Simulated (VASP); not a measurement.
# InAs (F-43m) in VASP: notebook

InAs is run at these levels: PBE-based screened hybrid, PBEsol+D3(BJ); tasks: single point.

All numbers are computed with VASP 6.6.1; they aren't measurements. Logs are shortened: lines on timing, memory, paths and dates and some standing lists are left out, and cuts for length are marked.

## 1. The cell of the first run

The structure is cubic, space group F-43m (No. 216). Conventional cell: a = 6.036 Å, b = 6.036 Å, c = 6.036 Å, α = 90.00°, β = 90.00°, γ = 90.00°. Within 3.4 Å of In (site symmetry -43m) lie 4 As at 2.61 Å. As (site symmetry -43m) has 4 In at 2.61 Å within 3.4 Å.

## 2. Single point, PBE-based screened hybrid

POSCAR reads:

```
InAs
1.0
    0.0000000000      3.0180000000      3.0180000000
    3.0180000000      0.0000000000      3.0180000000
    3.0180000000      3.0180000000      0.0000000000
In As
1 1
Direct
    0.0000000000      0.0000000000      0.0000000000
    0.7500000000      0.7500000000      0.7500000000
```

INCAR.step1 reads:

```
PREC     = Accurate       # precision mode
ENCUT    = 520            # plane-wave cutoff, eV
EDIFF    = 1E-5           # SCF threshold, eV
ISMEAR   = -1             # smearing method
SIGMA    = 0.05           # smearing width, eV
LREAL    = False          # projectors in reciprocal space
LASPH    = True           # aspherical terms in the spheres
NELM     = 60             # most SCF steps
ALGO     = Normal         # electronic algorithm
ISIF     = 2              # what is computed and relaxed
LWAVE    = True           # write WAVECAR
NBANDS   = 16             # bands
GGA      = PE             # functional
```

INCAR.step2 reads:

```
PREC     = Accurate       # precision mode
ENCUT    = 520            # plane-wave cutoff, eV
EDIFF    = 1E-6           # SCF threshold, eV
ISMEAR   = -1             # smearing method
SIGMA    = 0.05           # smearing width, eV
LREAL    = False          # projectors in reciprocal space
LASPH    = True           # aspherical terms in the spheres
NELM     = 60             # most SCF steps
ALGO     = Normal         # electronic algorithm
ISIF     = 2              # what is computed and relaxed
LWAVE    = False          # write WAVECAR
LCHARG   = True           # write CHGCAR
GGA      = PE             # functional
LHFCALC  = True           # exact exchange
AEXX     = 0.4            # exact-exchange fraction
HFSCREEN = 0.2            # screening, 1/A
PRECFOCK = Normal       
LELF     = True           # ELF
LVHAR    = True         
NBANDS   = 16             # bands
ISTART   = 1
```

KPOINTS reads:

```
regular mesh
0
Gamma
  4 4 4
```

Potentials or basis: VASP PAW PBE potentials, release 64 (In_d, As).

On the command line:

```console
> cat potpaw_PBE.64/In_d/POTCAR potpaw_PBE.64/As/POTCAR > POTCAR
> cp INCAR.step1 INCAR
> mpirun -np 1 vasp_std > vasp.out
> cp INCAR.step2 INCAR
> mpirun -np 1 vasp_std > vasp.out
```

OUTCAR:

```text
PREC = Accurate
   ENCUT = 520
   EDIFF = 1E-6
   ISMEAR = -1
   LREAL = False
   LASPH = True
   NELM = 60
   ISIF = 2
   GGA = PE
   LHFCALC = True
   AEXX = 0.4
   HFSCREEN = 0.2
   PRECFOCK = Normal
   ISTART = 1

 ion  position               nearest neighbor table
   1  0.000  0.000  0.000-   2 2.61   2 2.61   2 2.61   2 2.61
   2  0.750  0.750  0.750-   1 2.61   1 2.61   1 2.61   1 2.61

  LATTYP: Found a face centered cubic cell.
 ALAT       =     6.0360000000

  Lattice vectors:

 A1 = (   0.0000000000,   3.0180000000,   3.0180000000)
 A2 = (   3.0180000000,   0.0000000000,   3.0180000000)
 A3 = (   3.0180000000,   3.0180000000,   0.0000000000)

Analysis of symmetry for initial positions (statically):
=====================================================================
 Subroutine PRICEL returns:
 Original cell was already a primitive cell.

 Routine SETGRP: Setting up the symmetry group for a
 face centered cubic supercell.

 Subroutine GETGRP returns: Found 24 space group operations
 (whereof 24 operations were pure point group operations)
 out of a pool of 48 trial point group operations.

The static configuration has the point symmetry T_d .

Analysis of symmetry for dynamics (positions and initial velocities):
=====================================================================
 Subroutine PRICEL returns:
 Original cell was already a primitive cell.

 Routine SETGRP: Setting up the symmetry group for a
 face centered cubic supercell.

 Subroutine GETGRP returns: Found 24 space group operations
 (whereof 24 operations were pure point group operations)
 out of a pool of 48 trial point group operations.

The dynamic configuration has the point symmetry T_d .

 Subroutine INISYM returns: Found 24 space group operations
 (whereof 24 operations are pure point group operations),
 and found     1 'primitive' translations

----------------------------------------------------------------------------------------

                                     Primitive cell

  volume of cell :      54.9778

  direct lattice vectors                    reciprocal lattice vectors
     0.000000000  3.018000000  3.018000000    -0.165672631  0.165672631  0.165672631
     3.018000000  0.000000000  3.018000000     0.165672631 -0.165672631  0.165672631
     3.018000000  3.018000000  0.000000000     0.165672631  0.165672631 -0.165672631

  length of vectors
     4.268096531  4.268096531  4.268096531     0.286953414  0.286953414  0.286953414

  position of ions in fractional coordinates (direct lattice)
     0.000000000  0.000000000  0.000000000
     0.750000000  0.750000000  0.750000000

  ion indices of the primitive-cell ions
   primitive index   ion index
                 1           1
                 2           2

----------------------------------------------------------------------------------------

 KPOINTS: regular mesh

Automatic generation of k-mesh.
 Grid dimensions read from file:
 generate k-points for:    4    4    4

 Generating k-lattice:

  Cartesian coordinates                     Fractional coordinates (reciprocal lattice)
    -0.041418158  0.041418158  0.041418158     0.250000000  0.000000000  0.000000000
     0.041418158 -0.041418158  0.041418158     0.000000000  0.250000000  0.000000000
     0.041418158  0.041418158 -0.041418158     0.000000000  0.000000000  0.250000000

  Length of vectors
     0.071738354  0.071738354  0.071738354

  Shift w.r.t. Gamma in fractional coordinates (k-lattice)
     0.000000000  0.000000000  0.000000000

 Subroutine IBZKPT returns following result:
 ===========================================

 Found      8 irreducible k-points:

 Following reciprocal coordinates:
            Coordinates               Weight
  0.000000  0.000000  0.000000      1.000000
  0.250000  0.000000  0.000000      8.000000
  0.500000  0.000000  0.000000      4.000000
  0.250000  0.250000  0.000000      6.000000
  0.500000  0.250000  0.000000     24.000000
 -0.250000  0.250000  0.000000     12.000000
  0.500000  0.500000  0.000000      3.000000
 -0.250000  0.500000  0.250000      6.000000
   k-points           NKPTS =      8   k-points in BZ     NKDIM =     64   number of bands    NBANDS=     16
   number of dos      NEDOS =    301   number of ions     NIONS =      2
   total plane-waves  NPLWV =  32768
   dimension x,y,z NGX =    32 NGY =   32 NGZ =   32
   dimension x,y,z NGXF=    64 NGYF=   64 NGZF=   64
   ions per type =               1   1
   NGX,Y,Z   is equivalent  to a cutoff of  12.46, 12.46, 12.46 a.u.
   NGXF,Y,Z  is equivalent  to a cutoff of  24.93, 24.93, 24.93 a.u.
 SYSTEM =  unknown system
   PREC   = accura    normal or accurate (medium, high low for compatibility)
   ISTART =      1    job   : 0-new  1-cont  2-samecut
   ICHARG =      0    charge: 1-file 2-atom 10-const
   ISPIN  =      1    spin polarized calculation?
   LNONCOLLINEAR =      F non collinear calculations
   LSORBIT =      F    spin-orbit coupling
[... 39 lines left out ...]
   IVDW    =     0    specifies the selected vdW correction
   LEPSILON=     F    determine dielectric tensor
   LRPA    =     F    only Hartree local field effects (RPA)
 non-spin polarized calculation
  energy-cutoff  :      520.00
  volume of cell :       54.98
 maximum number of plane-waves:      1480
  NGX = 24; NGY = 24; NGZ = 24

 number of electron      17.9999991 magnetization

 Free energy of the ion-electron system (eV)
  ---------------------------------------------------
  ext. energy  EPLUGINS =         0.00000000
  ---------------------------------------------------
  free energy    TOTEN  =       -10.16309461 eV

  energy without entropy =      -10.16309408  energy(sigma->0) =      -10.16309435

 E-fermi :   4.4800     XC(G=0):  -6.6579

 val. band max:        3.8626868346   @ k =   0.0000   0.0000   0.0000
 cond. band min:       5.0423985628   @ k =   0.0000   0.0000   0.0000
 fundamental gap:      1.1797117282
 Fermi energy:         4.4800104574

 k-point     1 :       0.0000    0.0000    0.0000
  band No.  band energies     occupation
      1     -13.3066      2.00000
      2     -13.3066      2.00000
      3     -13.3066      2.00000
      4     -13.1659      2.00000
      5     -13.1659      2.00000
      6      -9.8641      2.00000
[... 8 lines left out ...]
     15      15.1094      0.00000
     16      15.1094      0.00000

 k-point     2 :       0.2500    0.0000    0.0000
  band No.  band energies     occupation
      1     -13.3631      2.00000
      2     -13.2874      2.00000
      3     -13.2874      2.00000
      4     -13.1651      2.00000
      5     -13.1651      2.00000
      6      -9.1674      2.00000
[... 8 lines left out ...]
     15      13.8945      0.00000
     16      13.8945      0.00000

 k-point     3 :       0.5000    0.0000    0.0000
  band No.  band energies     occupation
      1     -13.4153      2.00000
      2     -13.2730      2.00000
      3     -13.2730      2.00000
      4     -13.1591      2.00000
      5     -13.1591      2.00000
      6      -8.1499      2.00000
[... 8 lines left out ...]
     15      16.4254      0.00000
     16      16.4254      0.00000

 k-point     4 :       0.2500    0.2500    0.0000
  band No.  band energies     occupation
      1     -13.3988      2.00000
      2     -13.2655      2.00000
      3     -13.2655      2.00000
      4     -13.1832      2.00000
      5     -13.1552      2.00000
      6      -8.9337      2.00000
[... 8 lines left out ...]
     15      15.8405      0.00000
     16      16.7649      0.00000

 k-point     5 :       0.5000    0.2500    0.0000
  band No.  band energies     occupation
      1     -13.4398      2.00000
      2     -13.2538      2.00000
      3     -13.2461      2.00000
      4     -13.1819      2.00000
      5     -13.1537      2.00000
      6      -7.8786      2.00000
[... 8 lines left out ...]
     15      16.6836      0.00000
     16      17.1379      0.00000

 k-point     6 :      -0.2500    0.2500    0.0000
  band No.  band energies     occupation
      1     -13.4143      2.00000
      2     -13.2657      2.00000
      3     -13.2640      2.00000
      4     -13.1682      2.00000
      5     -13.1642      2.00000
      6      -8.2520      2.00000
[... 8 lines left out ...]
     15      15.4602      0.00000
     16      17.2474      0.00000

 k-point     7 :       0.5000    0.5000    0.0000
  band No.  band energies     occupation
      1     -13.4760      2.00000
      2     -13.2226      2.00000
      3     -13.2226      2.00000
      4     -13.2041      2.00000
      5     -13.1443      2.00000
      6      -7.5014      2.00000
[... 8 lines left out ...]
     15      17.1307      0.00000
     16      17.8409      0.00000

 k-point     8 :      -0.2500    0.5000    0.2500
  band No.  band energies     occupation
      1     -13.4520      2.00000
      2     -13.2536      2.00000
      3     -13.2289      2.00000
      4     -13.1823      2.00000
      5     -13.1582      2.00000
      6      -7.4454      2.00000
[... 8 lines left out ...]
     15      17.4206      0.00000
     16      17.4615      0.00000

------------------------ aborting loop because EDIFF is reached ----------------------------------------

  FORCE on cell =-STRESS in cart. coord.  units (eV):
  Direction    XX          YY          ZZ          XY          YZ          ZX
  --------------------------------------------------------------------------------------
  -------------------------------------------------------------------------------------
  Total        0.3220886      0.3220886      0.3220886      0.0000000     -0.0000000      0.0000000
  in kB        9.3863827      9.3863827      9.3863827      0.0000000     -0.0000000      0.0000000
  external PRESSURE =       9.3863827 kB  Pullay stress =       0.0000000 kB

 VOLUME and BASIS-vectors are now :
 -----------------------------------------------------------------------------
  energy-cutoff  :      520.00
  volume of cell :       54.98
      direct lattice vectors                 reciprocal lattice vectors
     0.000000000  3.018000000  3.018000000    -0.165672631  0.165672631  0.165672631
     3.018000000  0.000000000  3.018000000     0.165672631 -0.165672631  0.165672631
     3.018000000  3.018000000  0.000000000     0.165672631  0.165672631 -0.165672631

 POSITION                                       TOTAL-FORCE (eV/Angst)
 -----------------------------------------------------------------------------------
      0.00000      0.00000      0.00000        -0.000000     -0.000000     -0.000000
      4.52700      4.52700      4.52700         0.000000      0.000000      0.000000
 -----------------------------------------------------------------------------------
    total drift:                               -0.000042     -0.000052     -0.000038

  FREE ENERGIE OF THE ION-ELECTRON SYSTEM (eV)
  ---------------------------------------------------
  free  energy   TOTEN  =       -10.1630946058 eV

  energy  without entropy=      -10.1630940845  energy(sigma->0) =      -10.16309435
```

Run time: 6.6 min. Hardware: 1 thread of Intel Xeon Platinum 8375C at 2.90GHz (Ice Lake), shared host; peak memory 0.28 GiB.

Results:

* Free energy: -10.1631 eV
* Pressure: 0.9 GPa
* Band gap on the k mesh: 1.18 eV, direct

Caveat: the k points lie up to 0.45 Å⁻¹ apart; the PAW data sets were made with another functional, which shifts forces and pressure a little; spin-orbit coupling is left out, which moves the levels of the heavy elements.

## 3. Single point, PBE-based screened hybrid

POSCAR is that of step 2.

INCAR.step1 reads:

```
PREC     = Accurate       # precision mode
ENCUT    = 520            # plane-wave cutoff, eV
EDIFF    = 1E-5           # SCF threshold, eV
ISMEAR   = -1             # smearing method
SIGMA    = 0.05           # smearing width, eV
LREAL    = F              # projectors in reciprocal space
LASPH    = T              # aspherical terms in the spheres
NELM     = 80             # most SCF steps
ALGO     = Normal         # electronic algorithm
ISIF     = 2              # what is computed and relaxed
LWAVE    = T              # write WAVECAR
LCHARG   = F              # write CHGCAR
NBANDS   = 16             # bands
GGA      = PE             # functional
```

INCAR.step2 reads:

```
PREC     = Accurate       # precision mode
ENCUT    = 520            # plane-wave cutoff, eV
EDIFF    = 1E-6           # SCF threshold, eV
ISMEAR   = -1             # smearing method
SIGMA    = 0.05           # smearing width, eV
LREAL    = F              # projectors in reciprocal space
LASPH    = T              # aspherical terms in the spheres
NELM     = 80             # most SCF steps
ALGO     = Normal         # electronic algorithm
ISIF     = 2              # what is computed and relaxed
LWAVE    = F              # write WAVECAR
LCHARG   = F              # write CHGCAR
GGA      = PE             # functional
LHFCALC  = T              # exact exchange
AEXX     = 0.5            # exact-exchange fraction
HFSCREEN = 0.2            # screening, 1/A
PRECFOCK = Normal       
NBANDS   = 16             # bands
ISTART   = 1
```

KPOINTS is that of step 2.

Potentials or basis: VASP PAW PBE potentials, release 64 (In_d, As).

On the command line:

```console
> cat potpaw_PBE.64/In_d/POTCAR potpaw_PBE.64/As/POTCAR > POTCAR
> cp INCAR.step1 INCAR
> mpirun -np 1 vasp_std > vasp.out
> cp INCAR.step2 INCAR
> mpirun -np 1 vasp_std > vasp.out
```

It took 7.2 min on 1 thread of Intel Xeon Platinum 8375C at 2.90GHz (Ice Lake), shared host; peak memory 0.28 GiB.

Results (log left out):

```yaml
Free_energy: -10.8840 eV
Pressure: 0.2 GPa
Band_gap_on_the_k_mesh: 1.57 eV, direct
```

Levels at points of the mesh, in eV from the valence-band top:
| k point | band 6 | band 7 | band 8 | band 9 | band 10 | band 11 | band 12 | band 13 |
| --- | --- | --- | --- | --- | --- | --- | --- | --- |
| (0.00, 0.00, 0.00) | -14.17 | 0.00 | 0.00 | 0.00 | 1.57 | 5.58 | 5.58 | 5.58 |
| (0.50, 0.00, 0.00) | -12.40 | -6.70 | -1.14 | -1.14 | 2.57 | 6.36 | 6.36 | 8.67 |
| (0.50, 0.50, 0.00) | -11.73 | -6.74 | -2.71 | -2.71 | 2.83 | 3.54 | 11.61 | 11.87 |

Caveat: the k points lie up to 0.45 Å⁻¹ apart; the PAW data sets were made with another functional, which shifts forces and pressure a little; spin-orbit coupling is left out, which moves the levels of the heavy elements.

## 4. Single point, PBEsol+D3(BJ)

This run uses another cell than the first one, of 29.14 Å³/atom, 1.060 times its volume.

INCAR reads:

```
SYSTEM = InAs
ALGO     = Normal         ! electronic algorithm
EDIFF    = 1E-7           ! SCF threshold, eV
ENCUT    = 520            ! plane-wave cutoff, eV
GGA      = PS             ! functional
ISIF     = 2              ! what is computed and relaxed
ISMEAR   = -1             ! smearing method
IVDW     = 12             ! dispersion correction
LASPH    = .True.         ! aspherical terms in the spheres
LCHARG   = .False.        ! write CHGCAR
LREAL    = .False.        ! projectors in reciprocal space
LWAVE    = .False.        ! write WAVECAR
NBANDS   = 16             ! bands
NELM     = 100            ! most SCF steps
PREC     = Accurate       ! precision mode
SIGMA    = 0.05           ! smearing width, eV
```

KPOINTS reads:

```
k-points
0
Gamma
  8 8 8
  0 0 0
```

POSCAR reads:

```
InAs
1.0
    0.0000000000      3.0771914981      3.0771914981
    3.0771914981      0.0000000000      3.0771914981
    3.0771914981      3.0771914981      0.0000000000
In As
1 1
Direct
    0.0000000000      0.0000000000      0.0000000000
    0.7500000000      0.7500000000      0.7500000000
```

On the command line:

```console
> cat potpaw_PBE.64/In_d/POTCAR potpaw_PBE.64/As/POTCAR > POTCAR
> mpirun -np 1 vasp_std > vasp.out
```

Wall time 11 s (1 thread of Intel Xeon 6975P-C (Granite Rapids), shared host); peak memory 0.19 GiB.

Results (log left out):

```yaml
Free_energy: -9.0774 eV
Pressure: -3.3 GPa
Band_gap_on_the_k_mesh: zero (filled and empty bands touch)
Dispersion_energy_per_atom: -0.300 eV
```

Levels at points of the mesh, in eV from the Fermi level:
```
           k point  band 5  band 6  band 7  band 8  band 9  band 10  band 11  band 12  band 13  band 14
(0.00, 0.00, 0.00)  -14.18  -11.61   -0.60   -0.05   -0.05    -0.05     3.78     3.78     3.78     7.09
(0.50, 0.00, 0.00)  -14.17  -10.29   -5.61   -0.97   -0.97     0.71     4.54     4.54     6.59     8.58
(0.50, 0.50, 0.00)  -14.16   -9.80   -5.71   -2.22   -2.22     1.47     1.92     8.69     8.80     8.80
```

Caveat: the PAW data sets were made with another functional, which shifts forces and pressure a little; spin-orbit coupling is left out, which moves the levels of the heavy elements; pairwise dispersion overbinds metals, which lowers pressure and volume.

## 5. Overview

```csv
level,cell,k mesh,grid for exact exchange (PRECFOCK),share of exact exchange,screening parameter,gap on the mesh (eV),pressure (GPa)
PBE-based screened hybrid,"a = 4.268 Å, angles 60.0°, 2 atoms",4 × 4 × 4,Normal,0.4,0.2 1/Å,1.18,0.9
PBE-based screened hybrid,"a = 4.268 Å, angles 60.0°, 2 atoms",4 × 4 × 4,Normal,0.5,0.2 1/Å,1.57,0.2
PBEsol+D3(BJ),"a = 4.352 Å, angles 60.0°, 2 atoms",8 × 8 × 8,-,-,-,none,-3.3
```

Alike in all rows: task single point; potentials or basis VASP PAW PBE potentials, release 64 (In_d, As); no spin polarisation; cutoff (eV) 520; smearing fermi-dirac 0.05 eV.

Caveats: some runs use coarse meshes; the PAW data sets were made with another functional, which shifts forces and pressure a little; spin-orbit coupling is left out, which moves the levels of the heavy elements; pairwise dispersion overbinds metals, which lowers pressure and volume (some runs).

Total energies depend on the potentials used, so only differences within one code and one set of settings carry meaning.
